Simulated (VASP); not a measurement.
Input of a VASP 6.6.1 run:

Contents of INCAR:

```
SYSTEM = Ir3C2
PREC = Accurate
ENCUT = 700
EDIFF = 1E-6
ISMEAR = 0
SIGMA = 0.1
LREAL = .False.
LASPH = .True.
NELM = 120
ALGO = Normal
ISIF = 2
LWAVE = .False.
LCHARG = .False.
GGA = PE
NBANDS = 38
GGA_COMPAT = .False.
```

Contents of KPOINTS:

```
Automatic mesh
0
Gamma
  6 6 4
  0 0 0
```

POSCAR

```
Ir3C2
1.0
    5.5805230719      0.0000000000      0.0000000000
   -2.7902615359      4.8328747467      0.0000000000
    0.0000000000      0.0000000000      2.7430538714
Ir C
3 2
Direct
    0.5000000000      0.0000000000      0.7008567846
    0.0000000000      0.5000000000      0.7008567846
    0.5000000000      0.5000000000      0.7008567846
    0.6666666667      0.3333333333      0.2008489725
    0.3333333333      0.6666666667      0.2008489725
```

Potentials or basis: VASP PAW PBE potentials, release 64 (Ir_sv_GW, C).

The run is started by

```sh
$ cat potpaw_PBE.64/Ir_sv_GW/POTCAR potpaw_PBE.64/C/POTCAR > POTCAR
$ mpirun -np 1 vasp_std > vasp.out
```

(1) Predict the pressure.

(2) Estimate the band gap on the k mesh.

Answers

(1) -0.2 GPa.

(2) zero (an odd number of electrons rules out a gap without spin polarisation).

Caveat: the k points lie up to 0.57 Å⁻¹ apart, too coarse for converged energies and pressures of a metal; spin-orbit coupling is left out, which moves the levels of the heavy elements.
